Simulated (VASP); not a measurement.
The system is Eu.

```
Eu
1.0
     4.60600    0.00000    0.00000
     0.00000    4.60600    0.00000
     0.00000    0.00000    4.60600
Eu
2
Cartesian
  0.0000 0.0000 0.0000
  2.3030 2.3030 2.3030
```

Base run:

| Property | Result |
| --- | --- |
| Program | VASP 6.6.1 |
| Functional | PBE |
| Potentials or basis | VASP PAW PBE potentials, release 64 (Eu) |
| Cutoff | 520 eV |
| k mesh | 10 × 10 × 10 |
| Occupations | fermi-dirac, width 0.05 eV |
| Spin | collinear spin, ferromagnetic start |
| Starting moments | [7.0, 7.0] μB |

Its results: pressure -1.9 GPa; net moment 14.74 μB per cell; site moments Eu +6.71 μB.

Q: The run is repeated on the same cell with these changes: k mesh from 10 × 10 × 10 to 7 × 7 × 7. What comes out?

A: Pressure -1.8 GPa; net moment 14.86 μB per cell; site moments Eu +6.72 μB.

Caveats: the highest band is partly filled, so the run has too few bands.
